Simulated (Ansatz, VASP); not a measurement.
Two plane-wave programs on Cd4S

INCAR

```
PREC = Accurate
ENCUT = 600
EDIFF = 1E-7
ISMEAR = 0
SIGMA = 0.1
LREAL = F
LASPH = T
NELM = 60
ALGO = Normal
ISIF = 3
LWAVE = F
LCHARG = F
GGA = PE
IBRION = 2
NSW = 90
EDIFFG = -0.04
```

The input KPOINTS:

```
regular mesh
0
Gamma
  6 6 4
```

POSCAR

```
Cd4S
1.0
    4.9109559700      0.0000000000      0.0000000000
   -2.4554779900      4.2530126300      0.0000000000
    0.0000000000      0.0000000000      4.2206048300
Cd S
4 1
Direct
    0.3333333300      0.6666666700      0.0000000000
    0.6666666700      0.3333333300      0.0000000000
    0.3333333300      0.6666666700      0.5000000000
    0.6666666700      0.3333333300      0.5000000000
    0.0000000000      0.0000000000      0.0000000000
```

Input for Ansatz:

```yaml
crystal:
  lattice:
    - [4.91095597, 0.0, 0.0]
    - [-2.45547799, 4.25301263, 0.0]
    - [0.0, 0.0, 4.22060483]
  atoms:
    - { symbol: Cd, position: [0.33333333, 0.66666667, 0.0] }
    - { symbol: Cd, position: [0.66666667, 0.33333333, 0.0] }
    - { symbol: Cd, position: [0.33333333, 0.66666667, 0.5] }
    - { symbol: Cd, position: [0.66666667, 0.33333333, 0.5] }
    - { symbol: S, position: [0.0, 0.0, 0.0] }
basis:
  ecutwfc: 420
kpoints:
  mp_grid: { grid: [6, 6, 4] }
hamiltonian:
  xc: pbe
scf:
  occupations: { method: gaussian, width: 0.1 }
  lower_state_search: "off"
output:
  forces: true
  stress: true
  eigenvalues: true
relax:
  adjacent_minimum: "off"
  f_tol: 0.04
  max_steps: 70
  cell: { stress_tol: 0.4 }
```

Alike in both runs: task relaxation of cell and atoms; functional PBE; k mesh 6 × 6 × 4; occupations gaussian, width 0.1 eV; no spin polarisation.

|  | VASP | Ansatz |
| --- | --- | --- |
| version | VASP 6.6.1 | Ansatz 0.2.0 |
| potentials or method | VASP PAW PBE potentials, release 64 (Cd, S), cutoff 600 eV | scalar-relativistic, plane waves, PAW |
| valence electrons in the cell | 54 | 86 |

```tsv
	VASP	Ansatz	Ansatz less VASP
gap on the k mesh at the Fermi level, each at its own relaxed structure (eV)	none	none	-
relaxed volume (Å³/atom)	26.87	26.84	-0.034
relaxed cell length with the largest relative difference (Å)	5.920	5.954	+0.0343
```

A gap of «none» marks a metal or a gap that the smearing closes. VASP's potentials hold 54 valence electrons a cell and Ansatz's 86, so a difference there can come from the potentials and not from the codes.

The k mesh is coarse, so the values compare programs but aren't converged. Noted on VASP's run: the volume moved by over 15 % at a fixed basis, so the end points are rough.
